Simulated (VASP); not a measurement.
Input of a VASP 6.6.1 run:

Contents of INCAR:

```
PREC = Accurate ; ENCUT = 520
EDIFF = 1E-6 ; ISMEAR = 1
SIGMA = 0.036 ; LREAL = F
LASPH = T ; NELM = 60
ALGO = Normal ; ISIF = 2
LWAVE = F ; LCHARG = T
GGA = PE ; LELF = T
LVHAR = T ; NBANDS = 56
```

Contents of KPOINTS:

```
Automatic mesh
0
Gamma
  5 5 5
```

The input POSCAR:

```
SiMo3
1.0
    4.8612537700      0.0000000000      0.0000000000
    0.0000000000      4.8612537700      0.0000000000
    0.0000000000      0.0000000000      4.8612537700
Mo Si
6 2
Direct
    0.2500000000      0.0000000000      0.5000000000
    0.5000000000      0.7500000000      0.0000000000
    0.7500000000      0.0000000000      0.5000000000
    0.5000000000      0.2500000000      0.0000000000
    0.0000000000      0.5000000000      0.7500000000
    0.0000000000      0.5000000000      0.2500000000
    0.0000000000      0.0000000000      0.0000000000
    0.5000000000      0.5000000000      0.5000000000
```

Potentials or basis: VASP PAW PBE potentials, release 64 (Mo_sv, Si).

Run with:

```sh
$ cat potpaw_PBE.64/Mo_sv/POTCAR potpaw_PBE.64/Si/POTCAR > POTCAR
$ mpirun -np 1 vasp_std > vasp.out
```

**Question.** Predict the pressure.

**Answer.** 7.1 GPa.

**Question.** What does it give for the band gap on the k mesh?

**Answer.** Zero (band 46 reaches 14.31 eV, above the bottom of band 47 at 12.55 eV).
